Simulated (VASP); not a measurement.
# Rb4Br3 (Pm-3m) in VASP: notebook, part 2 of 2

VASP 6.6.1.

## (3) Single point, PBE

This run uses another cell than the first one, of 79.11 Å³/atom, 1.432 times its volume.

The input, INCAR:

```
SYSTEM = Rb4Br3
PREC     = Accurate       ! precision mode
ENCUT    = 520            ! plane-wave cutoff, eV
EDIFF    = 1E-7           ! SCF threshold, eV
ISMEAR   = 0              ! smearing method
SIGMA    = 0.1            ! smearing width, eV
LREAL    = .False.        ! projectors in reciprocal space
LASPH    = .True.         ! aspherical terms in the spheres
NELM     = 60             ! most SCF steps
ALGO     = Normal         ! electronic algorithm
ISIF     = 2              ! what is computed and relaxed
LWAVE    = .False.        ! write WAVECAR
LCHARG   = .False.        ! write CHGCAR
GGA      = PE             ! functional
NBANDS   = 38             ! bands
```

The input, KPOINTS:

```
Automatic mesh
0
Gamma
  2 2 2
  0 0 0
```

The input, POSCAR:

```
Rb4Br3
1.0
    8.2118105000      0.0000000000      0.0000000000
    0.0000000000      8.2118105000      0.0000000000
    0.0000000000      0.0000000000      8.2118105000
Rb Br
4 3
Direct
    0.5000000000      0.0000000000      0.0000000000
    0.0000000000      0.5000000000      0.0000000000
    0.0000000000      0.0000000000      0.5000000000
    0.0000000000      0.0000000000      0.0000000000
    0.0000000000      0.5000000000      0.5000000000
    0.5000000000      0.0000000000      0.5000000000
    0.5000000000      0.5000000000      0.0000000000
```

Potentials or basis: VASP PAW PBE potentials, release 64 (Rb_sv, Br).

Run with:

```sh
> cat potpaw_PBE.64/Rb_sv/POTCAR potpaw_PBE.64/Br/POTCAR > POTCAR
> mpirun -np 1 vasp_std > vasp.out
```

It took 3.8 min on 1 thread of Intel Xeon Platinum 8488C (Sapphire Rapids), shared host; peak memory 0.54 GiB.

Results (log left out):

| Quantity | Value |
| --- | --- |
| Free energy | -14.8218 eV |
| Pressure | -1.0 GPa |

Levels at points of the mesh, in eV from the Fermi level:
| k point | band 24 | band 25 | band 26 | band 27 | band 28 | band 29 | band 30 | band 31 | band 32 | band 33 |
| --- | --- | --- | --- | --- | --- | --- | --- | --- | --- | --- |
| (0.00, 0.00, 0.00) | -1.63 | -1.63 | -1.25 | -1.25 | -1.25 | -0.59 | 1.75 | 1.75 | 2.11 | 2.11 |
| (0.50, 0.00, 0.00) | -1.66 | -1.66 | -1.28 | -1.26 | -1.26 | -0.16 | 1.27 | 1.92 | 2.14 | 2.47 |
| (0.50, 0.50, 0.00) | -1.67 | -1.64 | -1.36 | -1.28 | -1.19 | 0.16 | 1.48 | 1.48 | 2.26 | 2.39 |
| (0.50, 0.50, 0.50) | -1.64 | -1.64 | -1.44 | -1.19 | -1.19 | 0.37 | 1.68 | 1.68 | 1.68 | 2.46 |

Caveat: the k points lie up to 0.38 Å⁻¹ apart; an odd number of electrons without spin polarisation forces a metal; a magnetic or distorted state may lie lower.

## (4) Single point, PBE

The input, INCAR:

```
PREC = Accurate ; ENCUT = 520
EDIFF = 1E-6 ; ISMEAR = 0
SIGMA = 0.1 ; LREAL = F
LASPH = T ; NELM = 80
ALGO = Normal ; ISIF = 2
LWAVE = F ; LCHARG = F
GGA = PE ; NBANDS = 38
```

The input, KPOINTS:

```
regular mesh
0
Gamma
  4 4 4
```

Changes to POSCAR since step 3:

```diff
@@ -2,5 +2,5 @@
 1.0
-    8.2118105000      0.0000000000      0.0000000000
-    0.0000000000      8.2118105000      0.0000000000
-    0.0000000000      0.0000000000      8.2118105000
+    7.2853733534      0.0000000000      0.0000000000
+    0.0000000000      7.2853733534      0.0000000000
+    0.0000000000      0.0000000000      7.2853733534
 Rb Br
```

Potentials or basis: VASP PAW PBE potentials, release 64 (Rb_sv, Br).

Run with:

```sh
> cat potpaw_PBE.64/Rb_sv/POTCAR potpaw_PBE.64/Br/POTCAR > POTCAR
> mpirun -np 1 vasp_std > vasp.out
```

OUTCAR:

```text
PREC = Accurate
   ENCUT = 520
   EDIFF = 1E-6
   ISMEAR = 0
   LREAL = F
   LASPH = T
   NELM = 80
   ISIF = 2
   GGA = PE

 ion  position               nearest neighbor table
   1  0.500  0.000  0.000-   4 3.64   6 3.64   7 3.64   6 3.64   7 3.64   4 3.64   3 5.15   2 5.15
                             2 5.15   2 5.15   3 5.15   3 5.15   3 5.15   2 5.15
   2  0.000  0.500  0.000-   4 3.64   5 3.64   7 3.64   5 3.64   4 3.64   7 3.64   3 5.15   1 5.15
                             3 5.15   1 5.15   3 5.15   1 5.15   3 5.15   1 5.15
   3  0.000  0.000  0.500-   4 3.64   5 3.64   6 3.64   4 3.64   5 3.64   6 3.64   2 5.15   2 5.15
                             2 5.15   1 5.15   2 5.15   1 5.15   1 5.15   1 5.15
   4  0.000  0.000  0.000-   1 3.64   2 3.64   3 3.64   3 3.64   2 3.64   1 3.64
   5  0.000  0.500  0.500-   2 3.64   3 3.64   2 3.64   3 3.64
   6  0.500  0.000  0.500-   1 3.64   3 3.64   1 3.64   3 3.64
   7  0.500  0.500  0.000-   1 3.64   2 3.64   1 3.64   2 3.64

  LATTYP: Found a simple cubic cell.
 ALAT       =     7.2853733534

  Lattice vectors:

 A1 = (   7.2853733534,   0.0000000000,   0.0000000000)
 A2 = (   0.0000000000,   7.2853733534,   0.0000000000)
 A3 = (   0.0000000000,   0.0000000000,   7.2853733534)

[... 177 lines left out ...]
  band No.  band energies     occupation
      1     -30.0960      2.00000
      2     -28.3170      2.00000
      3     -28.3166      2.00000
      4     -28.3166      2.00000
      5     -14.2934      2.00000
      6     -14.2934      2.00000
[... 399 lines left out ...]
     37       3.5845      0.00000
     38       4.5001      0.00000

------------------------ aborting loop because EDIFF is reached ----------------------------------------

  FORCE on cell =-STRESS in cart. coord.  units (eV):
  Direction    XX          YY          ZZ          XY          YZ          ZX
  --------------------------------------------------------------------------------------
  -------------------------------------------------------------------------------------
  Total       -0.2192877     -0.2192877     -0.2192877     -0.0000000     -0.0000000     -0.0000000
  in kB       -0.9085930     -0.9085930     -0.9085930     -0.0000000     -0.0000000     -0.0000000
  external PRESSURE =      -0.9085930 kB  Pullay stress =       0.0000000 kB

 VOLUME and BASIS-vectors are now :
 -----------------------------------------------------------------------------
  energy-cutoff  :      520.00
  volume of cell :      386.68
      direct lattice vectors                 reciprocal lattice vectors
     7.285373353  0.000000000  0.000000000     0.137261325  0.000000000  0.000000000
     0.000000000  7.285373353  0.000000000     0.000000000  0.137261325  0.000000000
     0.000000000  0.000000000  7.285373353     0.000000000  0.000000000  0.137261325

 POSITION                                       TOTAL-FORCE (eV/Angst)
 -----------------------------------------------------------------------------------
      3.64269      0.00000      0.00000         0.000000      0.000000      0.000000
      0.00000      3.64269      0.00000         0.000000      0.000000      0.000000
      0.00000      0.00000      3.64269         0.000000      0.000000      0.000000
      0.00000      0.00000      0.00000         0.000000      0.000000      0.000000
      0.00000      3.64269      3.64269         0.000000      0.000000      0.000000
      3.64269      0.00000      3.64269         0.000000      0.000000      0.000000
      3.64269      3.64269      0.00000         0.000000      0.000000      0.000000
 -----------------------------------------------------------------------------------
    total drift:                                0.000000     -0.000000      0.000000

  FREE ENERGIE OF THE ION-ELECTRON SYSTEM (eV)
  ---------------------------------------------------
  free  energy   TOTEN  =       -15.5596786093 eV

  energy  without entropy=      -15.5440132180  energy(sigma->0) =      -15.55184591
```

Wall time 2.3 min (1 thread of Intel Xeon Platinum 8488C (Sapphire Rapids), shared host); peak memory 0.42 GiB.

What came out:

* Free energy: -15.5597 eV
* Pressure: -0.1 GPa

Levels at points of the mesh, in eV from the Fermi level:
```
           k point  band 25  band 26  band 27  band 28  band 29  band 30  band 31  band 32
(0.00, 0.00, 0.00)    -2.57    -2.14    -2.14    -2.14    -0.85     1.42     1.42     1.42
(0.50, 0.00, 0.00)    -2.62    -2.22    -2.18    -2.18    -0.21     1.42     1.49     1.87
(0.50, 0.50, 0.00)    -2.64    -2.41    -2.23    -2.04     0.31     1.71     1.71     2.19
(0.50, 0.50, 0.50)    -2.67    -2.59    -2.05    -2.05     0.67     1.96     1.96     1.96
```

Caveat: an odd number of electrons without spin polarisation forces a metal; a magnetic or distorted state may lie lower.

## (5) The runs side by side

```tsv
cell	k mesh	gap on the mesh (eV)	pressure (GPa)
a = 7.285 Å, 7 atoms	2 × 2 × 2	none	-0.1
a = 8.212 Å, 7 atoms	2 × 2 × 2	none	-1.0
a = 7.285 Å, 7 atoms	4 × 4 × 4	none	-0.1
```

Alike in all rows: task single point; level PBE; potentials or basis VASP PAW PBE potentials, release 64 (Rb_sv, Br); no spin polarisation; cutoff (eV) 520; smearing gaussian 0.1 eV.

Caveats: some runs use coarse meshes; an odd number of electrons without spin polarisation forces a metal; a magnetic or distorted state may lie lower.

Total energies depend on the potentials used, so only differences within one code and one set of settings carry meaning.
